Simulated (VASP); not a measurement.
Write the native input for VASP 6.6.1 that does the following.

```yaml
Task: relaxation of cell and atoms
Functional: PBE
Potentials_or_basis: VASP PAW PBE potentials, release 64 (Zn, Se)
Cutoff: 600 eV
k_mesh: 6 × 6 × 4
Occupations: gaussian, width 0.1 eV
Spin: no spin polarisation
Dipole_correction: no
Further_INCAR_settings: ALGO = Normal; EDIFF = 1e-06; IBRION = 2; EDIFFG = -0.04; NSW = 90; ISIF = 3
```

The structure of Zn3Se2 lies in POSCAR:

```
Zn3Se2
1.0
    4.0927799119      0.0000000000      0.0000000000
   -2.0463899559      3.5444513758      0.0000000000
    0.0000000000      0.0000000000      6.3677007258
Zn Se
3 2
Direct
    0.0000000000      0.0000000000      0.0000000000
    0.3333333333      0.6666666667      0.6450000000
    0.6666666667      0.3333333333      0.3550000000
    0.3333333333      0.6666666667      0.2450000000
    0.6666666667      0.3333333333      0.7550000000
```

The input as run:

INCAR

```
ALGO = Normal
EDIFF = 1E-6
EDIFFG = -0.04
ENCUT = 600
GGA = PE
IBRION = 2
ISIF = 3
ISMEAR = 0
LASPH = T
LCHARG = F
LREAL = F
LWAVE = F
NELM = 60
NSW = 90
PREC = Accurate
SIGMA = 0.1
```

KPOINTS

```
k-points
0
Gamma
  6 6 4
```

Potentials or basis: VASP PAW PBE potentials, release 64 (Zn, Se).

The run is started by

```console
$ cat potpaw_PBE.64/Zn/POTCAR potpaw_PBE.64/Se/POTCAR > POTCAR
$ mpirun -np 1 vasp_std > vasp.out
```

Results of the run:

```yaml
Relaxed_volume: 27.38 Å³/atom
Relaxed_cell: a = 4.066 Å, b = 4.066 Å, c = 9.559 Å, α = 90.00°, β = 90.00°, γ = 120.00°
Space_group_after_relaxing_to_0.1_Å: P-3m1 (No. 164)
Energy_gained_by_relaxing: 214.9 meV/atom
Ionic_steps: 37
Pressure_after_relaxing: 0.0 GPa
Largest_force_after_relaxing: 0.030 eV/Å
Band_gap_on_the_k_mesh: 1.02 eV (least direct gap 1.36 eV)
```

Caveat: the volume moved by over 15 % at a fixed basis, so the end points are rough.

It took 13 min on 1 thread of Intel(R) Xeon(R) 6975P-C (Granite Rapids), with other jobs on the host, peak memory 0.3 GiB.
